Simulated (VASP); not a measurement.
# Pb (P6_3/mmc) in VASP: a series of runs, part 2 of 2

VASP 6.6.1.

## Step 5: Single point, PBE

This run uses another cell than the first one: it holds 4 atoms, not 2.

Input file INCAR:

```
ALGO = Normal
EDIFF = 1E-6
ENCUT = 520
GGA = PE
ISIF = 2
ISMEAR = -1
LASPH = T
LCHARG = F
LREAL = F
LWAVE = F
NBANDS = 36
NELM = 100
PREC = Accurate
SIGMA = 0.08
```

Input file KPOINTS:

```
k-points
0
Gamma
  13 13 4
```

Input file POSCAR:

```
Pb
1.0
    2.8364002489      0.0000000000      0.0000000000
   -1.4182001245      2.4563946708      0.0000000000
    0.0000000000      0.0000000000      9.3412573369
Pb
4
Direct
    0.0000000000      0.0000000000      0.0000000000
    0.0000000000      0.0000000000      0.5000000000
    0.3333333333      0.6666666667      0.2500000000
    0.6666666667      0.3333333333      0.7500000000
```

Potentials or basis: VASP PAW PBE potentials, release 64 (Pb_d).

On the command line:

```sh
$ cat potpaw_PBE.64/Pb_d/POTCAR > POTCAR
$ mpirun -np 1 vasp_std > vasp.out
```

OUTCAR:

```text
EDIFF = 1E-6
   ENCUT = 520
   GGA = PE
   ISIF = 2
   ISMEAR = -1
   LASPH = T
   LREAL = F
   NELM = 100
   PREC = Accurate

 ion  position               nearest neighbor table
   1  0.000  0.000  0.000-   3 2.85   4 2.85   3 2.85   4 2.85   4 2.85   3 2.85   4 4.02   3 4.02
                             3 4.02   4 4.02   3 4.02   4 4.02
   2  0.000  0.000  0.500-   3 2.85   4 2.85   3 2.85   4 2.85   4 2.85   3 2.85   4 4.02   3 4.02
                             3 4.02   4 4.02   3 4.02   4 4.02
   3  0.333  0.667  0.250-   1 2.85   2 2.85   1 2.85   2 2.85   1 2.85   2 2.85   1 4.02   2 4.02
                             1 4.02   2 4.02   1 4.02   2 4.02
   4  0.667  0.333  0.750-   1 2.85   2 2.85   1 2.85   2 2.85   1 2.85   2 2.85   1 4.02   2 4.02
                             1 4.02   2 4.02   1 4.02   2 4.02

  LATTYP: Found a hexagonal cell.
 ALAT       =     2.8364002489
 C/A-ratio  =     3.2933494984

  Lattice vectors:

 A1 = (   2.8364002489,   0.0000000000,   0.0000000000)
 A2 = (  -1.4182001245,   2.4563946708,   0.0000000000)
 A3 = (   0.0000000000,   0.0000000000,   9.3412573369)

Analysis of symmetry for initial positions (statically):
=====================================================================
 Subroutine PRICEL returns:
 Original cell was already a primitive cell.

 Routine SETGRP: Setting up the symmetry group for a
 hexagonal supercell.

 Subroutine GETGRP returns: Found 24 space group operations
 (whereof 12 operations were pure point group operations)
 out of a pool of 24 trial point group operations.

The static configuration has the point symmetry D_3d.
 The point group associated with its full space group is D_6h.

Analysis of symmetry for dynamics (positions and initial velocities):
=====================================================================
 Subroutine PRICEL returns:
[... 119 lines left out ...]
   NFREE  =      0    steps in history (QN), initial steepest desc. (CG)
   ISIF   =      2    stress and relaxation
   ISYM   =      2    0-nonsym 1-usesym 2-fastsym
   POTIM  = 0.5000    time-step for ionic-motion
   TEBEG  =    0.0;   TEEND  =   0.0 temperature during run
   PSTRESS=    0.0 pullay stress
   NELECT =      56.0000    total number of electrons
   NUPDOWN=      -1.0000    fix difference up-down
   EMIN   =  10.00;   EMAX   =-10.00  energy-range for DOS
   EFERMI =   0.00;   METHOD = LEGACY
   ISMEAR =    -1;   SIGMA  =   0.08  broadening in eV -4-tet -1-fermi 0-gaus
   EFERMI_NEDOS =   21; number of points for ismear=-14 and -15
   IALGO  =     38    algorithm
   IMIX   =      4    mixing-type and parameters
     AMIX     =   0.40;   BMIX     =  1.00
     AMIX_MAG =   1.60;   BMIX_MAG =  1.00
  volume/ion in A,a.u.               =      16.27       109.80
  Fermi-wavevector in a.u.,A,eV,Ry     =   1.557090  2.942474 32.987742  2.424531
  Thomas-Fermi vector in A             =   2.660791
   LORBIT       =      0    0 simple, 1 ext, 2 COOP (PROOUT), +10 PAW based schemes
   GGA     = PE    functional components
[... 5 lines left out ...]
 non-spin polarized calculation
  energy-cutoff  :      520.00
  volume of cell :       65.08
 maximum number of plane-waves:      1769
 NGX is ok and might be reduce to    24

 number of electron      56.0000012 magnetization

 Free energy of the ion-electron system (eV)
  ---------------------------------------------------
  ext. energy  EPLUGINS =         0.00000000
  ---------------------------------------------------
  free energy    TOTEN  =        -0.15365290 eV

  energy without entropy =       -0.12886693  energy(sigma->0) =       -0.14125992

 E-fermi :  17.4048     XC(G=0): -13.5698

 val. band max:       17.3170352191   @ k =   0.1538   0.1538   0.2500
 cond. band min:      17.4548568076   @ k =   0.3077   0.1538   0.5000
 fundamental gap:      0.1378215886
 Fermi energy:        17.4048430349

 k-point     1 :       0.0000    0.0000    0.0000
  band No.  band energies     occupation
      1      -2.4295      2.00000
      2      -2.0708      2.00000
      3      -2.0360      2.00000
      4      -1.7034      2.00000
      5      -1.6677      2.00000
      6      -1.6677      2.00000
[... 925 lines left out ...]
     35      26.4338      0.00000
     36      26.7962      0.00000

 [... further k-points ...]
[... 5 lines left out ...]
  --------------------------------------------------------------------------------------
  -------------------------------------------------------------------------------------
  Total       56.7987866     56.7987866     56.8011838     -0.0000000     -0.0000000      0.0000000
  in kB     1398.2300853   1398.2300852   1398.2890994     -0.0000000     -0.0000000      0.0000000
  external PRESSURE =    1398.2497566 kB  Pullay stress =       0.0000000 kB

 VOLUME and BASIS-vectors are now :
 -----------------------------------------------------------------------------
  energy-cutoff  :      520.00
  volume of cell :       65.08
      direct lattice vectors                 reciprocal lattice vectors
     2.836400249  0.000000000  0.000000000     0.352559552  0.203550352  0.000000000
    -1.418200124  2.456394671  0.000000000     0.000000000  0.407100704  0.000000000
     0.000000000  0.000000000  9.341257337     0.000000000  0.000000000  0.107051970

 POSITION                                       TOTAL-FORCE (eV/Angst)
 -----------------------------------------------------------------------------------
      0.00000      0.00000      0.00000        -0.000000      0.000000     -0.000000
      0.00000      0.00000      4.67063        -0.000000      0.000000     -0.000000
     -0.00000      1.63760      2.33531         0.000000      0.000000     -0.000000
      1.41820      0.81880      7.00594        -0.000000     -0.000000      0.000000
 -----------------------------------------------------------------------------------
    total drift:                               -0.000000      0.000000      0.000000

  FREE ENERGIE OF THE ION-ELECTRON SYSTEM (eV)
  ---------------------------------------------------
  free  energy   TOTEN  =        -0.1536529008 eV

  energy  without entropy=       -0.1288669297  energy(sigma->0) =       -0.14125992
```

OSZICAR:

```text
N       E                     dE             d eps       ncg     rms          rms(c)
DAV:   1     0.747071889762E+03    0.74707E+03   -0.27417E+04  4544   0.235E+03
DAV:   2     0.799399370271E+02   -0.66713E+03   -0.65614E+03  4540   0.570E+02
DAV:   3     0.276034332342E+01   -0.77180E+02   -0.75804E+02  5148   0.237E+02
DAV:   4    -0.515474986848E+00   -0.32758E+01   -0.32562E+01  5832   0.545E+01
DAV:   5    -0.593958066734E+00   -0.78483E-01   -0.78470E-01  7048   0.748E+00    0.373E+00
DAV:   6    -0.297856098579E+00    0.29610E+00   -0.16152E-01  6328   0.668E+00    0.190E+00
DAV:   7    -0.159960962500E+00    0.13790E+00   -0.11800E-01  6828   0.481E+00    0.240E-01
DAV:   8    -0.153700440449E+00    0.62605E-02   -0.14637E-02  6260   0.150E+00    0.371E-02
DAV:   9    -0.153705860827E+00   -0.54204E-05   -0.44286E-04  7208   0.266E-01    0.248E-02
DAV:  10    -0.153656270566E+00    0.49590E-04   -0.24571E-05  6884   0.470E-02    0.241E-03
DAV:  11    -0.153654366738E+00    0.19038E-05   -0.72522E-07  3316   0.184E-02    0.118E-03
DAV:  12    -0.153653035891E+00    0.13308E-05   -0.41386E-07  3084   0.108E-02    0.653E-04
DAV:  13    -0.153652900812E+00    0.13508E-06   -0.83154E-08  2952   0.616E-03
   1 F= -.15365290E+00 E0= -.14125992E+00  d E =-.247860E-01
```

stdout:

```text
POSCAR found type information on POSCAR Pb
 POSCAR found :  1 types and       4 ions
 scaLAPACK will be used
 LDA part: xc-table for (Slater+PW92), standard interpolation
 POSCAR, INCAR and KPOINTS ok, starting setup
 FFT: planning ... GRIDC
 FFT: planning ... GRID_SOFT
 FFT: planning ... GRID
 WAVECAR not read
 entering main loop
```

Run time: 54 s. Hardware: 1 thread of Intel Xeon 6975P-C (Granite Rapids), shared host; peak memory 0.24 GiB.

What came out:

* Free energy: -0.1537 eV
* Pressure: 139.8 GPa
* Band gap on the k mesh: zero (band 28 reaches 25.68 eV, above the bottom of band 29 at 13.96 eV)

Caveat: spin-orbit coupling is left out, which moves the levels of the heavy elements.

## Step 6: Overview

```csv
cell,k mesh,gap on the mesh (eV),pressure (GPa)
"a = 2.843, b = 2.843, c = 4.635 Å, angles 90.0, 90.0, 120.0°, 2 atoms",15 × 15 × 9,none,139.8
"a = 2.843, b = 2.843, c = 4.634 Å, angles 90.0, 90.0, 120.0°, 2 atoms",15 × 15 × 9,none,139.9
"a = 2.836, b = 2.836, c = 9.341 Å, angles 90.0, 90.0, 120.0°, 4 atoms",13 × 13 × 4,none,139.8
```

Alike in all rows: task single point; level PBE; potentials or basis VASP PAW PBE potentials, release 64 (Pb_d); no spin polarisation; cutoff (eV) 520; smearing fermi-dirac 0.08 eV.

Caveats: spin-orbit coupling is left out, which moves the levels of the heavy elements.

Absolute energies hang on the potentials; compare differences alone.
